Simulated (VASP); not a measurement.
# Al3Ni3C: single point with PBEsol

Al3Ni3C, a slab with vacuum:

```
Ni Al C
1.0
     2.86217    0.00000    0.00000
     0.00000    2.86217    0.00000
     0.00000    0.00000   26.15541
Ni Al C
3 3 1
Cartesian
  1.4311 1.4311 8.5000
  1.4311 1.4311 11.3622
  1.4311 1.4311 14.1985
  0.0000 0.0000 9.9311
  0.0000 0.0000 12.7798
  0.0000 0.0000 15.6875
  0.0000 0.0000 17.6679
```

- Program: VASP 6.6.1
- Task: single point
- Functional: PBEsol
- Potentials or basis: VASP PAW PBE potentials, release 64 (Ni, Al, C)
- Cutoff: 520 eV
- k mesh: 10 × 10 × 1
- Occupations: gaussian, width 0.1 eV
- Spin: no spin polarisation

The largest force is 1.005 eV/Å. The band gap on the k mesh is zero (an odd number of electrons rules out a gap without spin polarisation).

Forces on the atoms (eV/Å):
```
Ni   0.000  0.000  0.718
Ni   0.000  0.000  0.280
Ni   0.000  0.000  0.010
Al   0.000  0.000 -1.005
Al   0.000  0.000  0.001
Al   0.000  0.000 -0.003
C    0.000  0.000  0.000
```

Levels at points of the mesh, in eV from the Fermi level:
```csv
k point,band 19,band 20,band 21,band 22,band 23,band 24
"(0.00, 0.00, 0.00)",-0.88,-0.66,-0.55,0.74,2.62,2.62
"(0.50, 0.00, 0.00)",-0.78,-0.75,-0.72,-0.61,-0.42,-0.19
"(0.50, 0.50, 0.00)",-0.70,-0.17,0.32,0.36,0.36,1.62
```

Run time: 3.1 min on 1 thread of Intel(R) Xeon(R) 6975P-C (Granite Rapids), on a shared host, peak memory 0.4 GiB.

Caveat: the PAW data sets were made with another functional, which shifts forces and pressure a little. Spin polarisation is off, so any magnetic state and its effect on volume and gap are missing.
